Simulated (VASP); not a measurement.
# SnSe2 (P1) in VASP: single point with PBE+D3(BJ)

Aim: the single point of SnSe2 with PBE+D3(BJ).

All numbers are computed with VASP 6.6.1; they aren't measurements. Logs are shortened: lines on timing, memory, paths and dates and some standing lists are left out, and cuts for length are marked.

**1. The cell of the first run**

The typed cell holds 6 atoms: a = 3.839 Å, b = 6.012 Å, c = 6.649 Å, α = 90.00°, β = 90.00°, γ = 90.00°.

**2. Single point, PBE+D3(BJ) (atom 1 moved 0.75 Å)**

INCAR

```
PREC = Accurate ; ENCUT = 520
EDIFF = 1E-6 ; ISMEAR = 0
SIGMA = 0.03 ; LREAL = False
LASPH = True ; NELM = 100
ALGO = Normal ; ISIF = 2
LWAVE = False ; LCHARG = False
GGA = PE ; IVDW = 12
NBANDS = 35
```

KPOINTS

```
Automatic mesh
0
Gamma
  8 4 4
```

POSCAR

```
SnSe2
1.0
   -3.8390485965      0.0000000000      0.0000000000
    0.0000000000      0.0000000000     -6.0116310912
   -0.0000000001     -6.6494272218      0.0000000000
Sn Se
2 4
Direct
    0.5668479691      0.0927164134      0.5178549866
   -0.0133695938     -0.0185432827     -0.0035709973
    0.4866304062      0.7163037204      0.1630956694
   -0.0133695938      0.7163037204      0.6630956694
   -0.0133695938      0.2466097142      0.3297623360
    0.4866304062      0.2466097142      0.8297623360
```

Potentials or basis: VASP PAW PBE potentials, release 64 (Sn_d, Se).

Launch:

```
> cat potpaw_PBE.64/Sn_d/POTCAR potpaw_PBE.64/Se/POTCAR > POTCAR
> mpirun -np 1 vasp_std > vasp.out
```

OUTCAR:

```text
PREC = Accurate
   ENCUT = 520
   EDIFF = 1E-6
   ISMEAR = 0
   LREAL = False
   LASPH = True
   NELM = 100
   ISIF = 2
   GGA = PE
   IVDW = 12
 IVDW          = 12

 ion  position               nearest neighbor table
   1  0.567  0.093  0.518-   5 2.24   6 2.29   5 2.72   4 2.94   2 3.63
   2  0.987  0.981  0.996-   4 2.73   5 2.73   6 2.73   3 2.73   6 2.73   3 2.73   1 3.63
   3  0.487  0.716  0.163-   2 2.73   2 2.73
   4  0.987  0.716  0.663-   2 2.73   1 2.94
   5  0.987  0.247  0.330-   1 2.24   1 2.72   2 2.73
   6  0.487  0.247  0.830-   1 2.29   2 2.73   2 2.73

  LATTYP: Found a simple orthorhombic cell.
 ALAT       =     3.8390485965
 B/A-ratio  =     1.5659169037
 C/A-ratio  =     1.7320508076

  Lattice vectors:

 A1 = (  -3.8390485965,   0.0000000000,   0.0000000000)
 A2 = (   0.0000000000,   0.0000000000,  -6.0116310912)
 A3 = (  -0.0000000001,  -6.6494272218,   0.0000000000)

Analysis of symmetry for initial positions (statically):
=====================================================================
 Subroutine PRICEL returns:
 Original cell was already a primitive cell.

 Routine SETGRP: Setting up the symmetry group for a
 simple orthorhombic supercell.

 Subroutine GETGRP returns: Found  1 space group operations
 (whereof  1 operations were pure point group operations)
 out of a pool of  8 trial point group operations.

The static configuration has the point symmetry C_1 .

Analysis of symmetry for dynamics (positions and initial velocities):
=====================================================================
 Subroutine PRICEL returns:
 Original cell was already a primitive cell.

 Routine SETGRP: Setting up the symmetry group for a
 simple orthorhombic supercell.

 Subroutine GETGRP returns: Found  1 space group operations
 (whereof  1 operations were pure point group operations)
 out of a pool of  8 trial point group operations.

The dynamic configuration has the point symmetry C_1 .

 Subroutine INISYM returns: Found  1 space group operations
 (whereof  1 operations are pure point group operations),
 and found     1 'primitive' translations

----------------------------------------------------------------------------------------

                                     Primitive cell

[... 98 lines left out ...]
   EDIFF  = 0.1E-05   stopping-criterion for ELM
   LREAL  =      F    real-space projection
   EDIFFG = 0.1E-04   stopping-criterion for IOM
   NSW    =      0    number of steps for IOM
   IBRION =     -1    ionic relax: 0-MD 1-quasi-New 2-CG
   NFREE  =      0    steps in history (QN), initial steepest desc. (CG)
   ISIF   =      2    stress and relaxation
   ISYM   =      2    0-nonsym 1-usesym 2-fastsym
   POTIM  = 0.5000    time-step for ionic-motion
   TEBEG  =    0.0;   TEEND  =   0.0 temperature during run
   PSTRESS=    0.0 pullay stress
   NELECT =      52.0000    total number of electrons
   NUPDOWN=      -1.0000    fix difference up-down
   EMIN   =  10.00;   EMAX   =-10.00  energy-range for DOS
   EFERMI =   0.00;   METHOD = LEGACY
   ISMEAR =     0;   SIGMA  =   0.03  broadening in eV -4-tet -1-fermi 0-gaus
   EFERMI_NEDOS =   21; number of points for ismear=-14 and -15
   IALGO  =     38    algorithm
   IMIX   =      4    mixing-type and parameters
     AMIX     =   0.40;   BMIX     =  1.00
     AMIX_MAG =   1.60;   BMIX_MAG =  1.00
  volume/ion in A,a.u.               =      25.58       172.60
  Fermi-wavevector in a.u.,A,eV,Ry     =   1.141325  2.156791 17.723250  1.302622
  Thomas-Fermi vector in A             =   2.278025
   LORBIT       =      0    0 simple, 1 ext, 2 COOP (PROOUT), +10 PAW based schemes
   GGA     = PE    functional components
   LHFCALC =     F    Hartree Fock is set to
   AEXX    =    0.0000 exact exchange contribution
   IVDW    =    12    specifies the selected vdW correction
   LEPSILON=     F    determine dielectric tensor
   LRPA    =     F    only Hartree local field effects (RPA)
 non-spin polarized calculation
 Gauss-broadening in eV      SIGMA  =   0.03
  energy-cutoff  :      520.00
  volume of cell :      153.46
 maximum number of plane-waves:      4158
 NGX is ok and might be reduce to    30
   NGX = 15   NGY = 23   NGZ = 25

 number of electron      52.0000003 magnetization

 Free energy of the ion-electron system (eV)
  ---------------------------------------------------
  ext. energy  EPLUGINS =         0.00000000
  ---------------------------------------------------
  free energy    TOTEN  =       -21.00663487 eV

  energy without entropy =      -21.00639770  energy(sigma->0) =      -21.00651629

 E-fermi :   4.8837     XC(G=0):  -9.5553

 val. band max:        4.8541379398   @ k =   0.0000   0.2500   0.2500
 cond. band min:       4.9131998497   @ k =   0.3750   0.2500   0.5000
 fundamental gap:      0.0590619099
 Fermi energy:         4.8837278550

 k-point     1 :       0.0000    0.0000    0.0000
  band No.  band energies     occupation
      1     -17.7278      2.00000
      2     -17.6166      2.00000
      3     -17.4893      2.00000
      4     -17.4728      2.00000
      5     -17.4526      2.00000
      6     -16.9692      2.00000
[... 901 lines left out ...]
     34      10.8670      0.00000
     35      11.3061      0.00000

 [... further k-points ...]

------------------------ aborting loop because EDIFF is reached ----------------------------------------

 Edisp (eV)   -2.18787

 E8    (eV) :    -0.9590

  FORCE on cell =-STRESS in cart. coord.  units (eV):
  Direction    XX          YY          ZZ          XY          YZ          ZX
  --------------------------------------------------------------------------------------
  -------------------------------------------------------------------------------------
  Total       6.22604    11.58193     1.86634    -5.57315     0.82632     3.50412
  in kB      65.00137   120.91806    19.48507   -58.18503     8.62693    36.58387
  external pressure =       68.47 kB  Pullay stress =        0.00 kB

 VOLUME and BASIS-vectors are now :
 -----------------------------------------------------------------------------
  energy-cutoff  :      520.00
  volume of cell :      153.46
      direct lattice vectors                 reciprocal lattice vectors
    -3.839048597  0.000000000  0.000000000    -0.260481204  0.000000000  0.000000000
     0.000000000  0.000000000 -6.011631091     0.000000000  0.000000000 -0.166344206
    -0.000000000 -6.649427222  0.000000000     0.000000000 -0.150388893  0.000000000

 POSITION                                       TOTAL-FORCE (eV/Angst)
 -----------------------------------------------------------------------------------
     -2.17616     -3.44344     -0.55738         3.025504      0.521212      6.218211
     -3.78772     -6.62568     -5.90016        -0.057747      0.213810      2.539947
     -1.86820     -1.08449     -4.30615         0.020874     -0.224807     -1.011485
     -3.78772     -4.40921     -4.30615         0.228436      0.208695     -1.306656
     -3.78772     -2.19273     -1.48253        -3.708342      2.942499     -3.464288
     -1.86820     -5.51744     -1.48253         0.491276     -3.661408     -2.975729
 -----------------------------------------------------------------------------------
    total drift:                                0.000085     -0.001039      0.001113

  FREE ENERGIE OF THE ION-ELECTRON SYSTEM (eV)
  ---------------------------------------------------
  free  energy   TOTEN  =       -23.1945039358 eV

  energy  without entropy=      -23.1942667616  energy(sigma->0) =      -23.19438535
```

stdout:

```text
POSCAR found type information on POSCAR SnSe
 POSCAR found :  2 types and       6 ions
 scaLAPACK will be used
 LDA part: xc-table for (Slater+PW92), standard interpolation
 POSCAR, INCAR and KPOINTS ok, starting setup
 FFT: planning ... GRIDC
 FFT: planning ... GRID_SOFT
 FFT: planning ... GRID
 WAVECAR not read
 entering main loop
```

Wall time 5.3 min (1 thread of Intel Xeon Platinum 8488C (Sapphire Rapids), shared host); peak memory 0.46 GiB.

Results:

```
Free energy                : -23.1945 eV
Pressure                   : 6.8 GPa
Largest force              : 6.935 eV/Å
Band gap on the k mesh     : zero (bands 26 and 27 overlap by 0.29 eV)
Dispersion energy per atom : -0.365 eV
```

Forces on the atoms (eV/Å):
```
Sn   3.026  0.521  6.218
Sn  -0.058  0.214  2.540
Se   0.021 -0.225 -1.011
Se   0.228  0.209 -1.307
Se  -3.708  2.942 -3.464
Se   0.491 -3.661 -2.976
```

Levels at points of the mesh, in eV from the Fermi level:
```csv
k point,band 23,band 24,band 25,band 26,band 27,band 28,band 29,band 30
"(0.00, 0.00, 0.00)",-0.86,-0.36,-0.25,-0.09,0.12,0.43,2.47,2.63
"(0.50, 0.00, 0.00)",-2.29,-1.76,-1.45,-1.31,0.48,0.72,4.32,4.55
"(0.00, 0.50, 0.00)",-1.59,-1.10,-0.11,-0.08,0.15,0.89,2.78,3.00
"(0.50, 0.50, 0.00)",-1.24,-1.15,-0.83,-0.79,1.31,1.42,3.53,4.01
"(0.00, 0.00, 0.50)",-0.87,-0.67,-0.60,0.08,0.78,1.31,2.75,3.01
"(0.50, 0.00, 0.50)",-2.15,-1.98,-0.64,-0.34,0.29,0.69,2.36,2.80
"(0.00, 0.50, 0.50)",-1.69,-1.35,-0.97,-0.20,0.40,0.97,2.84,3.86
"(0.50, 0.50, 0.50)",-1.56,-1.54,-1.08,-0.66,-0.11,0.31,2.77,3.17
```

Caveat: the cell differs from its parent crystal (atom 1 moved 0.75 Å); the stress differs along the axes, from 2 to 12 GPa; semilocal functionals underestimate gaps, and a narrow one can read as zero; spin-orbit coupling is left out, which moves the levels of the heavy elements; forces of over 1 eV/Å act on the atoms, so gaps and moduli don't describe the material at rest.

The gap in the log of VASP goes by the Fermi energy; the results here count the filled bands.